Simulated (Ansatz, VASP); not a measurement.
## One calculation of Si4O7, two programs

```
Si O
1.0
     0.00000    4.23580   -2.68994
     0.00000   -4.23580   -2.68994
    -4.23580    0.00000    2.68994
Si O
4 7
Direct
  0.25000 0.75000 0.50000
  0.75000 0.25000 0.50000
  0.00000 0.00000 0.00000
  0.50000 0.50000 0.00000
  0.00000 0.30698 0.30698
  0.55698 0.75000 0.80698
  0.05698 0.25000 0.80698
  0.00000 0.69302 0.69302
  0.41653 0.09651 0.51304
  0.94302 0.75000 0.19302
  0.44302 0.25000 0.19302
```

Change from the starting cell: O vacancy; atom 9 moved 0.250 of the way to it and -0.500 Å across, host rigid.

Alike in both runs: task single point; functional PBE; k mesh 6 × 6 × 6; occupations gaussian, width 0.05 eV; no spin polarisation.

|  | VASP | Ansatz |
| --- | --- | --- |
| version | VASP 6.6.1 | Ansatz 0.2.0 |
| potentials or method | VASP PAW PBE potentials, release 64 (Si, O), cutoff 520 eV | scalar-relativistic, plane waves, PAW |
| valence electrons in the cell | 58 | 58 |

Ansatz gave:

| Property | Result |
| --- | --- |
| gap on the k mesh at the Fermi level (eV) | 0.87 |
| least direct gap on the mesh (eV) | 1.38 |
| pressure (GPa) | 16.5 |
| traceless stress, the component that is largest in VASP (GPa) | 12.78 |
| rms of the force components (eV/Å) | 2.647 |

Problem. Estimate VASP's values.

Solution. gap on the k mesh at the Fermi level (eV): 0.87; least direct gap on the mesh (eV): 1.38; pressure (GPa): 16.8; traceless stress, the component that is largest in VASP (GPa): 13.38; rms of the force components (eV/Å): 2.652.

Atom by atom the forces differ by 0.014 eV/Å (rms over components).
